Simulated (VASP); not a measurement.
C: single point with PBE

Crystal: C.

```
C
1.0
     0.00000    4.54936    2.26314
     2.18958    0.00000    2.26314
     2.18958    4.54936    0.00000
C
6
Cartesian
  1.0948 2.2747 0.9698
  2.1896 4.5494 4.3645
  2.0843 5.7558 3.4572
  2.2948 3.3429 3.4572
  1.2001 8.0305 2.3256
  3.1791 1.0682 2.3256
```

The cell was built from a structure type or drawn by symmetry, and may not be a known phase.

* Program: VASP 6.6.1
* Task: single point
* Functional: PBE
* Potentials or basis: VASP PAW PBE potentials, release 64 (C)
* Cutoff: 520 eV
* k mesh: 6 × 6 × 6
* Occupations: gaussian, width 0.1 eV
* Spin: no spin polarisation

```json
{"Pressure": "0.5 GPa", "Largest force": "0.026 eV/Å", "Band gap on the k mesh": "1.78 eV"}
```

Forces in eV/Å, atoms in the order of the input:
```
C    0.000  0.000  0.026
C    0.000  0.000  0.026
C    0.012  0.011 -0.013
C   -0.012 -0.011 -0.013
C   -0.012  0.011 -0.013
C    0.012 -0.011 -0.013
```

Stress tensor (GPa, compression positive):
```
0.27 0.00 0.00
0.00 0.67 0.00
0.00 0.00 0.56
```

Levels at points of the mesh, in eV from the valence-band top:
```csv
k point,band 10,band 11,band 12,band 13,band 14,band 15
"(0.00, 0.00, 0.00)",-2.24,-2.20,-1.87,4.27,5.27,5.94
"(0.50, 0.00, 0.00)",-2.79,-1.00,-0.62,3.22,3.81,5.63
"(0.50, 0.50, 0.00)",-3.89,-2.01,-2.01,4.79,4.79,6.96
"(0.50, 0.00, 0.50)",-3.33,-2.97,-2.97,4.84,4.84,6.37
"(0.00, 0.50, 0.50)",-4.24,-0.30,-0.30,2.68,2.68,7.06
```

Run time: 88 s on 1 thread of Intel Xeon 8259CL, with other jobs on the host, peak memory 0.18 GiB.

A k mesh can miss the band edges.
